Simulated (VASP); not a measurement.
## KCl: single point with PBEsol

Crystal: KCl.

```xyz
2
Lattice="3.7372 0.0000 0.0000 0.0000 3.7372 0.0000 0.0000 0.0000 3.7372" Properties=species:S:1:pos:R:3 pbc="T T T"
K     0.0000    0.0000    0.0000
Cl    1.8686    1.8686    1.8686
```

```yaml
Program: VASP 6.6.1
Task: single point
Functional: PBEsol
Potentials_or_basis: VASP PAW PBE potentials, release 64 (K_sv, Cl)
Cutoff: 500 eV
k_mesh: 8 × 8 × 8
Occupations: gaussian, width 0.05 eV
Spin: no spin polarisation
Dipole_correction: no
Further_INCAR_settings: ALGO = Normal; EDIFF = 1e-06; NBANDS = 15
```

```yaml
Pressure: 0.0 GPa
Band_gap_on_the_k_mesh: 4.96 eV (least direct gap 5.18 eV)
```

Levels at points of the mesh, in eV from the valence-band top:
```
           k point  band 6  band 7  band 8  band 9  band 10  band 11
(0.00, 0.00, 0.00)   -0.22   -0.22   -0.22    4.96     6.35     6.35
(0.50, 0.00, 0.00)   -2.03   -0.26   -0.26    7.85     7.92     8.59
(0.50, 0.50, 0.00)   -1.35   -1.35    0.00    6.09     7.25     8.93
(0.50, 0.50, 0.50)   -1.54   -1.54   -1.54    8.90     8.90     8.90
```

It took 17 s on 1 thread of Intel(R) Xeon(R) Platinum 8259CL CPU @ 2.50GHz (Skylake/Cascade Lake), on a shared host, peak memory 0.16 GiB.

Caveat: the PAW data sets were made with another functional, which shifts forces and pressure a little. A k mesh can miss the band edges.
